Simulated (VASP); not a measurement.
MgS, 2 atoms in the cell. The structure is cubic, space group Fm-3m (No. 225). Conventional cell: a = 5.130 Å, b = 5.130 Å, c = 5.130 Å, α = 90.00°, β = 90.00°, γ = 90.00°. Mg (site symmetry m-3m) has 6 S at 2.57 Å within 3.4 Å. S (site symmetry m-3m) has 6 Mg at 2.57 Å within 3.4 Å. 

* Program: VASP 6.6.1
* Task: single point
* Functional: LDA
* Potentials or basis: VASP PAW LDA potentials, release 64 (Mg, S)
* Cutoff: 600 eV
* k mesh: 6 × 6 × 6
* Occupations: gaussian, width 0.02 eV
* Spin: no spin polarisation
* Dipole correction: no
* Further INCAR settings: ALGO = Normal; EDIFF = 1e-06; NBANDS = 11

Potentials or basis: VASP PAW LDA potentials, release 64 (Mg, S).

Launch:

```console
$ cat potpaw_LDA.64/Mg/POTCAR potpaw_LDA.64/S/POTCAR > POTCAR
$ mpirun -np 1 vasp_std > vasp.out
```

Hardware: 1 thread of Intel(R) Xeon(R) Platinum 8488C (Sapphire Rapids), with other jobs on the host.

Question: Estimate the wall time of this run.

Answer: Run time: 6.4 s on 1 thread of Intel(R) Xeon(R) Platinum 8488C (Sapphire Rapids), with other jobs on the host, peak memory 0.14 GiB. Counts: scf iterations 12, k points 16.
